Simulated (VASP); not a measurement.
Set up this calculation in VASP 6.6.1, as the native input.

```yaml
Task: single point
Functional: PBE
Potentials_or_basis: VASP PAW PBE potentials, release 64 (Pb_d, Se)
Cutoff: 520 eV
k_mesh: 6 × 6 × 6
Occupations: fermi-dirac, width 0.02 eV
Spin: no spin polarisation
Dipole_correction: no
Further_INCAR_settings: ALGO = Normal; EDIFF = 1e-07; NBANDS = 28
```

The structure of PbSe lies in POSCAR:

```
PbSe
1.0
    0.0000000000      6.5386896052      3.0736697802
    3.0736711420      0.0000000000      3.0736697802
    3.0736711420      6.5386896052      0.0000000000
Pb Se
2 2
Direct
    0.1324252531      0.8506268962      0.1493731038
    0.8506268962      0.1324252531      0.8675747469
    0.6373131566      0.3456356941      0.6543643059
    0.3456356941      0.6373131566      0.3626868434
```

These files were run (other wordings do the same):

INCAR

```
SYSTEM = PbSe
PREC = Accurate
ENCUT = 520
EDIFF = 1E-7
ISMEAR = -1
SIGMA = 0.02
LREAL = .False.
LASPH = .True.
NELM = 60
ALGO = Normal
ISIF = 2
LWAVE = .False.
LCHARG = .True.
GGA = PE
LELF = .True.
LVHAR = .True.
NBANDS = 28
```

KPOINTS

```
Automatic mesh
0
Gamma
  6 6 6
  0 0 0
```

Potentials or basis: VASP PAW PBE potentials, release 64 (Pb_d, Se).

Command:

```console
$ cat potpaw_PBE.64/Pb_d/POTCAR potpaw_PBE.64/Se/POTCAR > POTCAR
$ mpirun -np 1 vasp_std > vasp.out
```

Results of the run:

```json
{
 "Pressure": "1.9 GPa",
 "Largest force": "0.145 eV/Å",
 "Band gap on the k mesh": "0.60 eV (least direct gap 1.22 eV)"
}
```

Caveat: spin-orbit coupling is left out, which moves the levels of the heavy elements.

It took 96 s on 1 thread of AMD EPYC 9R45 96-Core Processor (Zen 5) (shared host), peak memory 0.33 GiB.
